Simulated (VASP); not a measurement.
# Cd (Fd-3m) in VASP: a series of runs

Runs on Cd. Level: LDA. Tasks: relaxation of cell and atoms.

All numbers are computed with VASP 6.6.1; they aren't measurements. Logs are shortened: lines on timing, memory, paths and dates and some standing lists are left out, and cuts for length are marked.

### Step 1. The cell of the first run

It takes space group Fd-3m (No. 227, cubic). The conventional cell has a = 6.080 Å, b = 6.080 Å, c = 6.080 Å, α = 90.00°, β = 90.00°, γ = 90.00°. Within 3.5 Å of Cd (site symmetry -43m) lie 4 Cd at 2.63 Å.

### Step 2. Relaxation of cell and atoms, LDA, target pressure 10 GPa, at which the enthalpy is minimised

INCAR reads:

```
ALGO = Normal
EDIFF = 1E-7
EDIFFG = -0.03
ENCUT = 600
IBRION = 2
ISIF = 3
ISMEAR = 0
LASPH = T
LCHARG = F
LREAL = F
LWAVE = F
NELM = 60
NSW = 60
PREC = Accurate
PSTRESS = 100.0
SIGMA = 0.1
```

KPOINTS reads:

```
k-points
0
Gamma
  6 6 6
```

POSCAR reads:

```
Cd
1.0
    0.0000000000      3.0400000000      3.0400000000
    3.0400000000      0.0000000000      3.0400000000
    3.0400000000      3.0400000000      0.0000000000
Cd
2
Direct
    0.0000000000      0.0000000000      0.0000000000
    0.2500000000      0.2500000000      0.2500000000
```

Potentials or basis: VASP PAW LDA potentials, release 64 (Cd).

On the command line:

```
$ cat potpaw_LDA.64/Cd/POTCAR > POTCAR
$ mpirun -np 1 vasp_std > vasp.out
```

OUTCAR:

```text
EDIFF = 1E-7
   EDIFFG = -0.03
   ENCUT = 600
   IBRION = 2
   ISIF = 3
   ISMEAR = 0
   LASPH = T
   LREAL = F
   NELM = 60
   NSW = 60
   PREC = Accurate
   PSTRESS = 100.0

 ion  position               nearest neighbor table
   1  0.000  0.000  0.000-   2 2.63   2 2.63   2 2.63   2 2.63
   2  0.250  0.250  0.250-   1 2.63   1 2.63   1 2.63   1 2.63

  LATTYP: Found a face centered cubic cell.
 ALAT       =     6.0800000000

  Lattice vectors:

 A1 = (   0.0000000000,   3.0400000000,   3.0400000000)
 A2 = (   3.0400000000,   0.0000000000,   3.0400000000)
 A3 = (   3.0400000000,   3.0400000000,   0.0000000000)

Analysis of symmetry for initial positions (statically):
=====================================================================
 Subroutine PRICEL returns:
 Original cell was already a primitive cell.

 Routine SETGRP: Setting up the symmetry group for a
 face centered cubic supercell.

 Subroutine GETGRP returns: Found 48 space group operations
 (whereof 24 operations were pure point group operations)
 out of a pool of 48 trial point group operations.

The static configuration has the point symmetry T_d .
 The point group associated with its full space group is O_h .

Analysis of symmetry for dynamics (positions and initial velocities):
=====================================================================
 Subroutine PRICEL returns:
 Original cell was already a primitive cell.

 Routine SETGRP: Setting up the symmetry group for a
 face centered cubic supercell.

 Subroutine GETGRP returns: Found 48 space group operations
 (whereof 24 operations were pure point group operations)
 out of a pool of 48 trial point group operations.

The dynamic configuration has the point symmetry T_d .
 The point group associated with its full space group is O_h .

 Subroutine INISYM returns: Found 48 space group operations
 (whereof 24 operations are pure point group operations),
 and found     1 'primitive' translations

----------------------------------------------------------------------------------------

                                     Primitive cell

  volume of cell :      56.1889

  direct lattice vectors                    reciprocal lattice vectors
     0.000000000  3.040000000  3.040000000    -0.164473684  0.164473684  0.164473684
     3.040000000  0.000000000  3.040000000     0.164473684 -0.164473684  0.164473684
     3.040000000  3.040000000  0.000000000     0.164473684  0.164473684 -0.164473684

  length of vectors
     4.299209230  4.299209230  4.299209230     0.284876778  0.284876778  0.284876778

  position of ions in fractional coordinates (direct lattice)
     0.000000000  0.000000000  0.000000000
     0.250000000  0.250000000  0.250000000

  ion indices of the primitive-cell ions
   primitive index   ion index
                 1           1
                 2           2

----------------------------------------------------------------------------------------

 KPOINTS: k-points

Automatic generation of k-mesh.
 Grid dimensions read from file:
 generate k-points for:    6    6    6

 Generating k-lattice:

  Cartesian coordinates                     Fractional coordinates (reciprocal lattice)
    -0.027412281  0.027412281  0.027412281     0.166666667  0.000000000  0.000000000
     0.027412281 -0.027412281  0.027412281     0.000000000  0.166666667  0.000000000
     0.027412281  0.027412281 -0.027412281     0.000000000  0.000000000  0.166666667

  Length of vectors
     0.047479463  0.047479463  0.047479463

  Shift w.r.t. Gamma in fractional coordinates (k-lattice)
     0.000000000  0.000000000  0.000000000

 Subroutine IBZKPT returns following result:
 ===========================================

 Found     16 irreducible k-points:

 Following reciprocal coordinates:
            Coordinates               Weight
  0.000000  0.000000  0.000000      1.000000
  0.166667  0.000000  0.000000      8.000000
  0.333333  0.000000  0.000000      8.000000
  0.500000  0.000000  0.000000      4.000000
  0.166667  0.166667  0.000000      6.000000
  0.333333  0.166667  0.000000     24.000000
[... 8 lines left out ...]
 -0.333333  0.333333  0.166667     24.000000
 -0.333333  0.500000  0.166667     12.000000
   k-points           NKPTS =     16   k-points in BZ     NKDIM =     16   number of bands    NBANDS=     16
   number of dos      NEDOS =    301   number of ions     NIONS =      2
   total plane-waves  NPLWV =  46656
   dimension x,y,z NGX =    36 NGY =   36 NGZ =   36
   dimension x,y,z NGXF=    72 NGYF=   72 NGZF=   72
   ions per type =               2
   NGX,Y,Z   is equivalent  to a cutoff of  13.92, 13.92, 13.92 a.u.
   NGXF,Y,Z  is equivalent  to a cutoff of  27.84, 27.84, 27.84 a.u.
 SYSTEM =  unknown system
   PREC   = accura    normal or accurate (medium, high low for compatibility)
   ISTART =      0    job   : 0-new  1-cont  2-samecut
   ICHARG =      2    charge: 1-file 2-atom 10-const
   ISPIN  =      1    spin polarized calculation?
   LNONCOLLINEAR =      F non collinear calculations
   LSORBIT =      F    spin-orbit coupling
   LASPH  =      T    aspherical Exc in radial PAW
   ENCUT  =  600.0 eV  44.10 Ry    6.64 a.u.   8.59  8.59  8.59*2*pi/ulx,y,z
   NELM   =     60;   NELMIN=  2; NELMDL= -5     # of ELM steps
   EDIFF  = 0.1E-06   stopping-criterion for ELM
   LREAL  =      F    real-space projection
   EDIFFG = -.3E-01   stopping-criterion for IOM
   NSW    =     60    number of steps for IOM
   IBRION =      2    ionic relax: 0-MD 1-quasi-New 2-CG
   NFREE  =      1    steps in history (QN), initial steepest desc. (CG)
   ISIF   =      3    stress and relaxation
   ISYM   =      2    0-nonsym 1-usesym 2-fastsym
   POTIM  = 0.5000    time-step for ionic-motion
   TEBEG  =    0.0;   TEEND  =   0.0 temperature during run
   PSTRESS=  100.0 pullay stress
   NELECT =      24.0000    total number of electrons
   NUPDOWN=      -1.0000    fix difference up-down
   EMIN   =  10.00;   EMAX   =-10.00  energy-range for DOS
   EFERMI =   0.00;   METHOD = LEGACY
   ISMEAR =     0;   SIGMA  =   0.10  broadening in eV -4-tet -1-fermi 0-gaus
   EFERMI_NEDOS =   21; number of points for ismear=-14 and -15
   IALGO  =     38    algorithm
   IMIX   =      4    mixing-type and parameters
     AMIX     =   0.40;   BMIX     =  1.00
     AMIX_MAG =   1.60;   BMIX_MAG =  1.00
  volume/ion in A,a.u.               =      28.09       189.59
  Fermi-wavevector in a.u.,A,eV,Ry     =   1.232901  2.329846 20.681478  1.520046
  Thomas-Fermi vector in A             =   2.367653
   LORBIT       =      0    0 simple, 1 ext, 2 COOP (PROOUT), +10 PAW based schemes
   GGA     = CA    functional components
   LHFCALC =     F    Hartree Fock is set to
   AEXX    =    0.0000 exact exchange contribution
   IVDW    =     0    specifies the selected vdW correction
   LEPSILON=     F    determine dielectric tensor
   LRPA    =     F    only Hartree local field effects (RPA)
 conjugate gradient relaxation of ions
 non-spin polarized calculation
 Gauss-broadening in eV      SIGMA  =   0.10
  energy-cutoff  :      600.00
  volume of cell :       56.19
 maximum number of plane-waves:      1895
 NGX is ok and might be reduce to    36
   NGX = 17   NGY = 17   NGZ = 17

--------------------------------------- Ionic step        1  -------------------------------------------

 number of electron      23.9999999 magnetization

 Free energy of the ion-electron system (eV)
  ---------------------------------------------------
  ext. energy  EPLUGINS =         0.00000000
  ---------------------------------------------------
  free energy    TOTEN  =        -1.86534078 eV

  energy without entropy =       -1.85175382  energy(sigma->0) =       -1.85854730

 E-fermi :   1.0573     XC(G=0):  -9.7672

 val. band max:        1.0571672578   @ k =  -0.3333   0.5000   0.1667
 cond. band min:       1.1235938950   @ k =   0.5000   0.3333   0.0000
 fundamental gap:      0.0664266372
 Fermi energy:         1.0573170662

 k-point     1 :       0.0000    0.0000    0.0000
  band No.  band energies     occupation
      1      -8.6806      2.00000
      2      -8.6806      2.00000
      3      -8.6806      2.00000
      4      -8.6115      2.00000
      5      -8.6115      2.00000
      6      -7.5155      2.00000
[... 8 lines left out ...]
     15       7.6410      0.00000
     16       7.6410      0.00000

 k-point     2 :       0.1667    0.0000    0.0000
  band No.  band energies     occupation
      1      -8.7642      2.00000
      2      -8.7642      2.00000
      3      -8.6714      2.00000
      4      -8.4861      2.00000
      5      -8.4861      2.00000
      6      -7.6110      2.00000
[... 8 lines left out ...]
     15       7.4198      0.00000
     16       8.6261      0.00000

 k-point     3 :       0.3333    0.0000    0.0000
  band No.  band energies     occupation
      1      -8.7858      2.00000
      2      -8.7858      2.00000
      3      -8.6552      2.00000
      4      -8.4118      2.00000
      5      -8.4118      2.00000
      6      -7.7644      2.00000
[... 8 lines left out ...]
     15       7.1383      0.00000
     16       8.6655      0.00000
[... 288 lines left out ...]
  FORCE on cell =-STRESS in cart. coord.  units (eV):
  Direction    XX          YY          ZZ          XY          YZ          ZX
  --------------------------------------------------------------------------------------
  -------------------------------------------------------------------------------------
  Total        4.4349797      4.4349797      4.4349797      0.0000000      0.0000000     -0.0000000
  in kB      142.7899113    142.7899113    142.7899113      0.0000000      0.0000000     -0.0000000
  external PRESSURE =      42.7899113 kB  Pullay stress =     100.0000000 kB

 VOLUME and BASIS-vectors are now :
 -----------------------------------------------------------------------------
  energy-cutoff  :      600.00
  volume of cell :       49.76
      direct lattice vectors                 reciprocal lattice vectors
     0.000000000  2.919386299  2.919386299    -0.171268873  0.171268873  0.171268873
     2.919386299  0.000000000  2.919386299     0.171268873 -0.171268873  0.171268873
     2.919386299  2.919386299  0.000000000     0.171268873  0.171268873 -0.171268873

 POSITION                                       TOTAL-FORCE (eV/Angst)
 -----------------------------------------------------------------------------------
      2.91939      2.91939      5.83877        -0.000000     -0.000000     -0.000000
      1.45969      1.45969      1.45969         0.000000      0.000000      0.000000
 -----------------------------------------------------------------------------------
    total drift:                                0.000000      0.000000      0.000000

  FREE ENERGIE OF THE ION-ELECTRON SYSTEM (eV)
  ---------------------------------------------------
  free  energy   TOTEN  =        -1.4968263372 eV

  energy  without entropy=       -1.4835954599  energy(sigma->0) =       -1.49021090

  enthalpy is  TOTEN    =         1.6091211563 eV   P V=        3.1059474935

--------------------------------------- Ionic step        3  -------------------------------------------

 number of electron      24.0000000 magnetization

 Free energy of the ion-electron system (eV)
  ---------------------------------------------------
  ext. energy  EPLUGINS =         0.00000000
  ---------------------------------------------------
  free energy    TOTEN  =        -1.68114593 eV

  energy without entropy =       -1.66890255  energy(sigma->0) =       -1.67502424

 E-fermi :   1.4234     XC(G=0): -10.1254

 val. band max:        1.3887672367   @ k =  -0.3333   0.5000   0.1667
 cond. band min:       1.4740321508   @ k =   0.5000   0.3333   0.0000
 fundamental gap:      0.0852649141
 Fermi energy:         1.4234027141

 k-point     1 :       0.0000    0.0000    0.0000
  band No.  band energies     occupation
      1      -8.5278      2.00000
      2      -8.5278      2.00000
      3      -8.5278      2.00000
      4      -8.4602      2.00000
      5      -8.4602      2.00000
      6      -7.2089      2.00000
[... 8 lines left out ...]
     15       8.3934      0.00000
     16       8.3934      0.00000

 k-point     2 :       0.1667    0.0000    0.0000
  band No.  band energies     occupation
      1      -8.6270      2.00000
      2      -8.6270      2.00000
      3      -8.5179      2.00000
      4      -8.3128      2.00000
      5      -8.3128      2.00000
      6      -7.3376      2.00000
[... 8 lines left out ...]
     15       8.3106      0.00000
     16       9.4723      0.00000

 k-point     3 :       0.3333    0.0000    0.0000
  band No.  band energies     occupation
      1      -8.6489      2.00000
      2      -8.6489      2.00000
      3      -8.5011      2.00000
      4      -8.2316      2.00000
      5      -8.2316      2.00000
      6      -7.5203      2.00000
[... 8 lines left out ...]
     15       8.0859      0.00000
     16       9.4380      0.00000
[... 250 lines left out ...]
  FORCE on cell =-STRESS in cart. coord.  units (eV):
  Direction    XX          YY          ZZ          XY          YZ          ZX
  --------------------------------------------------------------------------------------
  -------------------------------------------------------------------------------------
  Total        3.2472573      3.2472573      3.2472573      0.0000000      0.0000000      0.0000000
  in kB       99.6390147     99.6390147     99.6390147      0.0000000      0.0000000      0.0000000
  external PRESSURE =      -0.3609853 kB  Pullay stress =     100.0000000 kB

 VOLUME and BASIS-vectors are now :
 -----------------------------------------------------------------------------
  energy-cutoff  :      600.00
  volume of cell :       52.22
      direct lattice vectors                 reciprocal lattice vectors
     0.000000000  2.966579243  2.966579243    -0.168544293  0.168544293  0.168544293
     2.966579243  0.000000000  2.966579243     0.168544293 -0.168544293  0.168544293
     2.966579243  2.966579243  0.000000000     0.168544293  0.168544293 -0.168544293

 POSITION                                       TOTAL-FORCE (eV/Angst)
 -----------------------------------------------------------------------------------
      0.00000      0.00000      0.00000        -0.000000     -0.000000     -0.000000
      1.48329      1.48329      1.48329         0.000000      0.000000      0.000000
 -----------------------------------------------------------------------------------
    total drift:                                0.000000      0.000000      0.000000

  FREE ENERGIE OF THE ION-ELECTRON SYSTEM (eV)
  ---------------------------------------------------
  free  energy   TOTEN  =        -1.6811459263 eV

  energy  without entropy=       -1.6689025476  energy(sigma->0) =       -1.67502424

  enthalpy is  TOTEN    =         1.5778759387 eV   P V=        3.2590218651

 reached required accuracy - stopping structural energy minimisation
```

It took 20 s on 1 thread of Intel Xeon 6975P-C (Granite Rapids), shared host; peak memory 0.18 GiB.

Results:

```yaml
Free_energy: -1.6811 eV
Relaxed_volume: 26.11 Å³/atom
Relaxed_cell: a = 4.195 Å, b = 4.195 Å, c = 4.195 Å, α = 60.00°, β = 60.00°, γ = 60.00°
Space_group_after_relaxing_to_0.05_Å: Fd-3m (No. 227)
Energy_change_on_relaxing_the_enthalpy_is_what_falls: +92.1 meV/atom
Ionic_steps: 3
Pressure_after_relaxing: 10.0 GPa
Band_gap_on_the_k_mesh: zero (band 12 reaches 7.40 eV, above the bottom of band 13 at 0.49 eV)
```

Step by step:
| step | energy change (eV) | largest force (eV/Å) | pressure (GPa) | volume (Å³) |
| --- | --- | --- | --- | --- |
| 1 | 0.0000 | 0.0000 | 5.31 | 56.19 |
| 2 | 0.3685 | 0.0000 | 14.28 | 49.76 |
| 3 | 0.1842 | 0.0000 | 9.96 | 52.22 |

Final structure:
```
Cd
1.0
     0.00000    2.96658    2.96658
     2.96658    0.00000    2.96658
     2.96658    2.96658    0.00000
Cd
2
Direct
  0.00000 0.00000 0.00000
  0.25000 0.25000 0.25000
```

Levels at points of the mesh, in eV from the Fermi level:
```
           k point  band 9  band 10  band 11  band 12  band 13  band 14  band 15  band 16
(0.00, 0.00, 0.00)   -8.21    -8.21    -8.02     5.97     5.97     5.97     6.97     6.97
(0.50, 0.00, 0.00)   -8.21    -8.21    -4.66    -3.39     3.59     3.59     6.70     7.74
(0.50, 0.50, 0.00)   -8.11    -8.11    -3.15    -3.15     0.93     0.93     4.68     4.68
```

Caveat: the cell is relaxed towards a set pressure, so the enthalpy falls and the energy may rise.

[end of part 1 of 2]
